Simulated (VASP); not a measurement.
# Pd in VASP: notebook

Runs on Pd. Level: PBE. Tasks: single point.

All numbers are computed with VASP 6.6.1; they aren't measurements. Logs are shortened: lines on timing, memory, paths and dates and some standing lists are left out, and cuts for length are marked.

### 1 The cell of the first run

Symmetry: Im-3m, No. 229, cubic system. The conventional cell has a = 3.239 Å, b = 3.239 Å, c = 3.239 Å, α = 90.00°, β = 90.00°, γ = 90.00°. Pd (site symmetry m-3m) has 14 Pd at 2.80 to 3.24 Å within 3.7 Å.

### 2 Single point, PBE (volume scaled by 1.10)

INCAR

```
SYSTEM = Pd
PREC     = Accurate       ! precision mode
ENCUT    = 520            ! plane-wave cutoff, eV
EDIFF    = 1E-6           ! SCF threshold, eV
ISMEAR   = 0              ! smearing method
SIGMA    = 0.1            ! smearing width, eV
LREAL    = .False.        ! projectors in reciprocal space
LASPH    = .True.         ! aspherical terms in the spheres
NELM     = 60             ! most SCF steps
ALGO     = Normal         ! electronic algorithm
ISIF     = 2              ! what is computed and relaxed
LWAVE    = .False.        ! write WAVECAR
LCHARG   = .True.         ! write CHGCAR
GGA      = PE             ! functional
LELF     = .True.         ! ELF
LVHAR    = .True.       
NBANDS   = 11             ! bands
```

KPOINTS

```
regular mesh
0
Gamma
  18 18 18
  0 0 0
```

POSCAR

```
Pd
1.0
   -1.6192607184      1.6192607184      1.6192607184
    1.6192607184     -1.6192607184      1.6192607184
    1.6192607184      1.6192607184     -1.6192607184
Pd
1
Direct
    0.0000000000      0.0000000000      0.0000000000
```

Potentials or basis: VASP PAW PBE potentials, release 64 (Pd).

Started as:

```console
cat potpaw_PBE.64/Pd/POTCAR > POTCAR
mpirun -np 1 vasp_std > vasp.out
```

OUTCAR:

```text
SYSTEM = Pd
   PREC = Accurate
   ENCUT = 520
   EDIFF = 1E-6
   ISMEAR = 0
   LREAL = .False.
   LASPH = .True.
   NELM = 60
   ISIF = 2
   GGA = PE

 ion  position               nearest neighbor table
   1  0.000  0.000  0.000-

  LATTYP: Found a body centered cubic cell.
 ALAT       =     3.2385214368

  Lattice vectors:

 A1 = (  -1.6192607184,   1.6192607184,   1.6192607184)
 A2 = (   1.6192607184,  -1.6192607184,   1.6192607184)
 A3 = (   1.6192607184,   1.6192607184,  -1.6192607184)

Analysis of symmetry for initial positions (statically):
=====================================================================
 Subroutine PRICEL returns:
 Original cell was already a primitive cell.

 Routine SETGRP: Setting up the symmetry group for a
 body centered cubic supercell.

 Subroutine GETGRP returns: Found 48 space group operations
 (whereof 48 operations were pure point group operations)
 out of a pool of 48 trial point group operations.

The static configuration has the point symmetry O_h .

Analysis of symmetry for dynamics (positions and initial velocities):
=====================================================================
 Subroutine PRICEL returns:
 Original cell was already a primitive cell.

 Routine SETGRP: Setting up the symmetry group for a
 body centered cubic supercell.

 Subroutine GETGRP returns: Found 48 space group operations
 (whereof 48 operations were pure point group operations)
 out of a pool of 48 trial point group operations.

The dynamic configuration has the point symmetry O_h .

 Subroutine INISYM returns: Found 48 space group operations
 (whereof 48 operations are pure point group operations),
 and found     1 'primitive' translations

----------------------------------------------------------------------------------------

                                     Primitive cell

  volume of cell :      16.9828

  direct lattice vectors                    reciprocal lattice vectors
    -1.619260718  1.619260718  1.619260718     0.000000000  0.308782887  0.308782887
     1.619260718 -1.619260718  1.619260718     0.308782887  0.000000000  0.308782887
     1.619260718  1.619260718 -1.619260718     0.308782887  0.308782887  0.000000000

  length of vectors
     2.804641835  2.804641835  2.804641835     0.436684947  0.436684947  0.436684947

[... 77 lines left out ...]
   NELM   =     60;   NELMIN=  2; NELMDL= -5     # of ELM steps
   EDIFF  = 0.1E-05   stopping-criterion for ELM
   LREAL  =      F    real-space projection
   EDIFFG = 0.1E-04   stopping-criterion for IOM
   NSW    =      0    number of steps for IOM
   IBRION =     -1    ionic relax: 0-MD 1-quasi-New 2-CG
   NFREE  =      0    steps in history (QN), initial steepest desc. (CG)
   ISIF   =      2    stress and relaxation
   ISYM   =      2    0-nonsym 1-usesym 2-fastsym
   POTIM  = 0.5000    time-step for ionic-motion
   TEBEG  =    0.0;   TEEND  =   0.0 temperature during run
   PSTRESS=    0.0 pullay stress
   NELECT =      10.0000    total number of electrons
   NUPDOWN=      -1.0000    fix difference up-down
   EMIN   =  10.00;   EMAX   =-10.00  energy-range for DOS
   EFERMI =   0.00;   METHOD = LEGACY
   ISMEAR =     0;   SIGMA  =   0.10  broadening in eV -4-tet -1-fermi 0-gaus
   EFERMI_NEDOS =   21; number of points for ismear=-14 and -15
   IALGO  =     38    algorithm
   IMIX   =      4    mixing-type and parameters
     AMIX     =   0.40;   BMIX     =  1.00
     AMIX_MAG =   1.60;   BMIX_MAG =  1.00
  volume/ion in A,a.u.               =      16.98       114.61
  Fermi-wavevector in a.u.,A,eV,Ry     =   1.372160  2.593006 25.617359  1.882823
  Thomas-Fermi vector in A             =   2.497792
   LORBIT       =      0    0 simple, 1 ext, 2 COOP (PROOUT), +10 PAW based schemes
   GGA     = PE    functional components
   LHFCALC =     F    Hartree Fock is set to
   AEXX    =    0.0000 exact exchange contribution
   IVDW    =     0    specifies the selected vdW correction
   LEPSILON=     F    determine dielectric tensor
   LRPA    =     F    only Hartree local field effects (RPA)
 non-spin polarized calculation
 Gauss-broadening in eV      SIGMA  =   0.10
  energy-cutoff  :      520.00
  volume of cell :       16.98
 maximum number of plane-waves:       470
 NGX is ok and might be reduce to    24
   NGX = 11   NGY = 11   NGZ = 11

 number of electron      10.0000001 magnetization

 Free energy of the ion-electron system (eV)
  ---------------------------------------------------
  ext. energy  EPLUGINS =         0.00000000
  ---------------------------------------------------
  free energy    TOTEN  =        -5.11294836 eV

  energy without entropy =       -5.10510790  energy(sigma->0) =       -5.10902813

 E-fermi :   7.5855     XC(G=0): -12.3178

 val. band max:        7.5715255658   @ k =  -0.4444  -0.4444   0.3333
 cond. band min:       7.5862232628   @ k =   0.5000   0.5000   0.4444
 fundamental gap:      0.0146976970
 Fermi energy:         7.5855425520

 k-point     1 :       0.0000    0.0000    0.0000
  band No.  band energies     occupation
      1       1.4885      2.00000
      2       5.2148      2.00000
      3       5.2148      2.00000
      4       5.2148      2.00000
      5       6.8261      2.00000
      6       6.8261      2.00000
      7      26.6036      0.00000
      8      26.6036      0.00000
      9      26.6036      0.00000
     10      33.7393      0.00000
     11      33.7393      0.00000
[... 309 lines left out ...]
 k-point    24 :       0.3889    0.1111    0.0000
  band No.  band energies     occupation
      1       3.5392      2.00000
      2       4.3509      2.00000
      3       6.4979      2.00000
      4       6.7353      2.00000
      5       7.4012      1.99085
      6       9.9265      0.00000
      7      15.2149      0.00000
      8      21.5311      0.00000
      9      23.5849      0.00000
     10      29.9335      0.00000
     11      32.6921      0.00000

 [... further k-points ...]
[... 5 lines left out ...]
  --------------------------------------------------------------------------------------
  -------------------------------------------------------------------------------------
  Total       -1.2908366     -1.2908366     -1.2908366      0.0000000      0.0000000     -0.0000000
  in kB     -121.7787528   -121.7787528   -121.7787528      0.0000000      0.0000000     -0.0000000
  external PRESSURE =    -121.7787528 kB  Pullay stress =       0.0000000 kB

 VOLUME and BASIS-vectors are now :
 -----------------------------------------------------------------------------
  energy-cutoff  :      520.00
  volume of cell :       16.98
      direct lattice vectors                 reciprocal lattice vectors
    -1.619260718  1.619260718  1.619260718     0.000000000  0.308782887  0.308782887
     1.619260718 -1.619260718  1.619260718     0.308782887  0.000000000  0.308782887
     1.619260718  1.619260718 -1.619260718     0.308782887  0.308782887  0.000000000

 POSITION                                       TOTAL-FORCE (eV/Angst)
 -----------------------------------------------------------------------------------
      0.00000      0.00000      0.00000         0.000000      0.000000     -0.000000
 -----------------------------------------------------------------------------------
    total drift:                               -0.000000      0.000000      0.000000

  FREE ENERGIE OF THE ION-ELECTRON SYSTEM (eV)
  ---------------------------------------------------
  free  energy   TOTEN  =        -5.1129483610 eV

  energy  without entropy=       -5.1051078983  energy(sigma->0) =       -5.10902813
```

stdout:

```text
POSCAR found type information on POSCAR Pd
 POSCAR found :  1 types and       1 ions
 scaLAPACK will be used
 LDA part: xc-table for (Slater+PW92), standard interpolation
 POSCAR, INCAR and KPOINTS ok, starting setup
 FFT: planning ... GRIDC
 FFT: planning ... GRID_SOFT
 FFT: planning ... GRID
 WAVECAR not read
 entering main loop
```

It took 20 s on 1 thread of Intel Xeon Platinum 8375C at 2.90GHz (Ice Lake), shared host; peak memory 0.16 GiB.

Results:

```yaml
Free_energy: -5.1129 eV
Pressure: -12.2 GPa
Band_gap_on_the_k_mesh: zero (band 5 reaches 8.05 eV, above the bottom of band 6 at 6.75 eV)
```

Levels at points of the mesh, in eV from the Fermi level:
```
           k point  band 2  band 3  band 4  band 5  band 6  band 7  band 8  band 9
(0.00, 0.00, 0.00)   -2.37   -2.37   -2.37   -0.76   -0.76   19.02   19.02   19.02
(0.50, 0.00, 0.00)   -3.33   -0.83   -0.59    0.46    1.66    6.86   14.75   16.49
(0.50, 0.50, 0.50)   -4.17    0.16    0.16    0.16    8.74    8.74    8.74   15.49
```

### 3 Single point, PBE (the cell strained at random)

INCAR

```
ALGO = Fast
EDIFF = 1E-6
ENCUT = 520
GGA = PE
ISIF = 2
ISMEAR = 0
LASPH = T
LCHARG = T
LELF = T
LREAL = F
LVHAR = T
LWAVE = F
NBANDS = 11
NELM = 80
PREC = Accurate
SIGMA = 0.1
```

KPOINTS

```
k-points
0
Gamma
  16 16 16
```

POSCAR

```
Pd
1.0
   -1.5553789793      1.5492942518      1.5788531346
    1.5310715150     -1.5179744143      1.5232258328
    1.5868245992      1.5494200343     -1.5475332971
Pd
1
Direct
    0.0000000000      0.0000000000      0.0000000000
```

Potentials or basis: VASP PAW PBE potentials, release 64 (Pd).

Started as:

```console
cat potpaw_PBE.64/Pd/POTCAR > POTCAR
mpirun -np 1 vasp_std > vasp.out
```

OUTCAR:

```text
EDIFF = 1E-6
   ENCUT = 520
   GGA = PE
   ISIF = 2
   ISMEAR = 0
   LASPH = T
   LREAL = F
   NELM = 80
   PREC = Accurate

 ion  position               nearest neighbor table
   1  0.000  0.000  0.000-

  LATTYP: Found a triclinic cell.
 ALAT       =     4.3642763046
 B/A-ratio  =     0.6048697667
 C/A-ratio  =     1.0148125324
 COS(alpha) =     0.0027790420
 COS(beta)  =     0.5102387798
 COS(gamma) =     0.8097779950

  Lattice vectors:

 A1 = (  -3.0935886499,  -0.0627654575,  -3.0777715031)
 A2 = (  -1.5310715150,   1.5179744143,  -1.5232258328)
 A3 = (  -0.0071381556,  -3.1300341236,  -3.1333988049)

Analysis of symmetry for initial positions (statically):
=====================================================================
 Subroutine PRICEL returns:
 Original cell was already a primitive cell.

 Routine SETGRP: Setting up the symmetry group for a
 triclinic supercell.

 Subroutine GETGRP returns: Found  2 space group operations
 (whereof  2 operations were pure point group operations)
 out of a pool of  2 trial point group operations.

The static configuration has the point symmetry S_2 .

[... 159 lines left out ...]
 E-fermi :   9.5404     XC(G=0): -13.0798

 val. band max:        9.5395879475   @ k =   0.3750  -0.4375   0.2500
 cond. band min:       9.5406931947   @ k =  -0.3750   0.4375   0.3125
 fundamental gap:      0.0011052472
 Fermi energy:         9.5404104331

 k-point     1 :       0.0000    0.0000    0.0000
  band No.  band energies     occupation
      1       2.5124      2.00000
      2       6.4039      2.00000
      3       6.7345      2.00000
      4       6.7666      2.00000
      5       8.5762      2.00000
      6       8.6214      2.00000
      7      28.5198      0.00000
      8      28.9973      0.00000
      9      29.1106      0.00000
     10      37.2653      0.00000
     11      37.2851      0.00000
[... 309 lines left out ...]
 k-point    24 :      -0.1250    0.0625    0.0000
  band No.  band energies     occupation
      1       2.9467      2.00000
      2       6.3870      2.00000
      3       6.6535      2.00000
      4       7.0284      2.00000
      5       8.4446      2.00000
      6       8.6165      2.00000
      7      28.4082      0.00000
      8      28.9498      0.00000
      9      29.3913      0.00000
     10      34.5576      0.00000
     11      35.6606      0.00000

 [... further k-points ...]
[... 5 lines left out ...]
  --------------------------------------------------------------------------------------
  -------------------------------------------------------------------------------------
  Total        0.5314291      0.5150979      0.5191182     -0.2124833     -0.2092835      0.1729735
  in kB       56.8336994     55.0871595     55.5171069    -22.7240278    -22.3818269     18.4986553
  external PRESSURE =      55.8126553 kB  Pullay stress =       0.0000000 kB

 VOLUME and BASIS-vectors are now :
 -----------------------------------------------------------------------------
  energy-cutoff  :      520.00
  volume of cell :       14.98
      direct lattice vectors                 reciprocal lattice vectors
    -1.555378979  1.549294252  1.578853135    -0.000734293  0.319496348  0.319132939
     1.531071515 -1.517974414  1.523225833     0.323328771 -0.006565660  0.324964306
     1.586824599  1.549420034 -1.547533297     0.317501018  0.319499961 -0.000737906

 POSITION                                       TOTAL-FORCE (eV/Angst)
 -----------------------------------------------------------------------------------
      0.00000      0.00000      0.00000         0.000000      0.000000      0.000000
 -----------------------------------------------------------------------------------
    total drift:                                0.000000     -0.000000      0.000000

  FREE ENERGIE OF THE ION-ELECTRON SYSTEM (eV)
  ---------------------------------------------------
  free  energy   TOTEN  =        -5.1625590783 eV

  energy  without entropy=       -5.1556392880  energy(sigma->0) =       -5.15909918
```

stdout:

```text
POSCAR found type information on POSCAR Pd
 POSCAR found :  1 types and       1 ions
 scaLAPACK will be used
 LDA part: xc-table for (Slater+PW92), standard interpolation
 POSCAR, INCAR and KPOINTS ok, starting setup
 FFT: planning ... GRIDC
 FFT: planning ... GRID_SOFT
 FFT: planning ... GRID
 WAVECAR not read
 entering main loop
```

Wall time 2.6 min (1 thread of Intel Xeon Platinum 8375C at 2.90GHz (Ice Lake), shared host); peak memory 0.42 GiB.

Results:

```yaml
Free_energy: -5.1626 eV
Pressure: 5.6 GPa
Band_gap_on_the_k_mesh: zero (band 5 reaches 10.18 eV, above the bottom of band 6 at 8.45 eV)
```

Caveat: the cell differs from its parent crystal (the cell strained at random).
